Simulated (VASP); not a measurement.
Here is a VASP 6.6.1 calculation.

The input INCAR:

```
PREC = Accurate
ENCUT = 600
EDIFF = 1E-6
ISMEAR = 0
SIGMA = 0.1
LREAL = False
LASPH = True
NELM = 100
ALGO = Normal
ISIF = 3
LWAVE = False
LCHARG = False
GGA = PE
IBRION = 2
NSW = 100
EDIFFG = -0.01
```

KPOINTS

```
regular mesh
0
Gamma
  18 18 10
```

POSCAR

```
Li2H
1.0
    2.8429649377      0.0000000000      0.0000000000
   -1.4214824688      2.4620798581      0.0000000000
    0.0000000000      0.0000000000      4.9771650635
Li H
2 1
Direct
    0.3333333333      0.6666666667      0.2657927537
    0.6666666667      0.3333333333      0.7342072463
    0.0000000000      0.0000000000      0.5000000000
```

Potentials or basis: VASP PAW PBE potentials, release 64 (Li_sv, H).

Run with:

```bash
$ cat potpaw_PBE.64/Li_sv/POTCAR potpaw_PBE.64/H/POTCAR > POTCAR
$ mpirun -np 1 vasp_std > vasp.out
```

(1) Predict the space group after relaxing (to 0.1 Å).

(2) Estimate the relaxed volume.

(3) Estimate the relaxed cell.

## Answers

(1) P-3m1 (No. 164).

(2) 11.54 Å³/atom.

(3) a = 2.831 Å, b = 2.831 Å, c = 4.986 Å, α = 90.00°, β = 90.00°, γ = 120.00°.

Caveat: the cutoff is under 1.25 times the usual one of these potentials, so pressure, stress and relaxed cells hold a basis-set (Pulay) error.
